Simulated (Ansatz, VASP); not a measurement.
MoS: VASP beside Ansatz

POSCAR

```
MoS
1.0
    0.0000000000      2.9723796260      2.9723796260
    2.9723796260      0.0000000000      2.9723796260
    2.9723796260      2.9723796260      0.0000000000
Mo S
1 1
Direct
    0.0000000000      0.0000000000      0.0000000000
    0.2500000000      0.2500000000      0.2500000000
```

INCAR.step1

```
SYSTEM = MoS
  ALGO = Normal
  EDIFF = 1E-4
  ENCUT = 520
  GGA = PE
  ISMEAR = 0
  ISPIN = 2
  LASPH = .True.
  LCHARG = .False.
  LDAU = .True.
  LDAUJ = 0 0
  LDAUL = 2 -1
  LDAUTYPE = 2
  LDAUU = 4.38 0
  LMAXMIX = 4
  LREAL = .False.
  LWAVE = .True.
  MAGMOM = 0.5 0
  NBANDS = 21
  NELM = 150
  PREC = Accurate
  SIGMA = 0.1
```

The input INCAR.step2:

```
SYSTEM = MoS
  ALGO = Normal
  EDIFF = 1E-7
  ENCUT = 520
  ISIF = 2
  ISMEAR = 0
  ISPIN = 2
  ISTART = 1
  LASPH = .True.
  LCHARG = .False.
  LDAU = .True.
  LDAUJ = 0 0
  LDAUL = 2 -1
  LDAUPRINT = 1
  LDAUTYPE = 2
  LDAUU = 4.38 0
  LMAXMIX = 4
  LMIXTAU = .True.
  LORBIT = 11
  LREAL = .False.
  LWAVE = .False.
  MAGMOM = 0.5 0
  METAGGA = R2SCAN
  NBANDS = 21
  NELM = 150
  PREC = Accurate
  SIGMA = 0.1
```

KPOINTS

```
k-points
0
Gamma
  12 12 12
  0 0 0
```

Input for Ansatz:

```yaml
crystal:
  lattice:
    - [0.0, 2.972379626, 2.972379626]
    - [2.972379626, 0.0, 2.972379626]
    - [2.972379626, 2.972379626, 0.0]
  atoms:
    - { symbol: Mo, position: [0.0, 0.0, 0.0], spin: 0.5 }
    - { symbol: S, position: [0.25, 0.25, 0.25] }
basis:
  ecutwfc: 500
kpoints:
  mp_grid: { grid: [12, 12, 12] }
hamiltonian:
  xc: r2scan
  hubbard: { sites: [{ species: Mo, l: d, u_eff: 4.38 }] }
scf:
  occupations: { method: gaussian, width: 0.1 }
output:
  forces: true
  stress: true
  eigenvalues: true
  populations: true
magnetization:
  spin_polarized: true
```

Alike in both runs: task single point; functional r2SCAN; k mesh 12 × 12 × 12; occupations gaussian, width 0.1 eV; collinear spin; Hubbard terms Mo d U = 4.38 eV.

|  | VASP | Ansatz |
| --- | --- | --- |
| version | VASP 6.6.1 | Ansatz 0.2.0 |
| potentials or method | VASP PAW PBE potentials, release 64 (Mo_sv, S), cutoff 520 eV | scalar-relativistic, plane waves, PAW |
| valence electrons in the cell | 20 | 20 |

VASP gave:

- gap on the k mesh at the Fermi level (eV): none
- pressure (GPa): -0.9
- net moment per atom (μB): 2.00
- size of the moment on the site where the two differ most (μB): 3.61

Task: Estimate Ansatz's values.

Result: gap on the k mesh at the Fermi level (eV): none; pressure (GPa): 0.0; net moment per atom (μB): 2.00; size of the moment on the site where the two differ most (μB): 3.04.

VASP's potentials were made for PBE, not for r2SCAN. Site moments also hang on the region over which each program counts them. The programs project onto different local orbitals, so the same U acts differently, and such runs can settle in different states. A gap of «none» marks a metal or a gap that the smearing closes. Ansatz's warnings: filled band counts differ across k points, stability check not made.
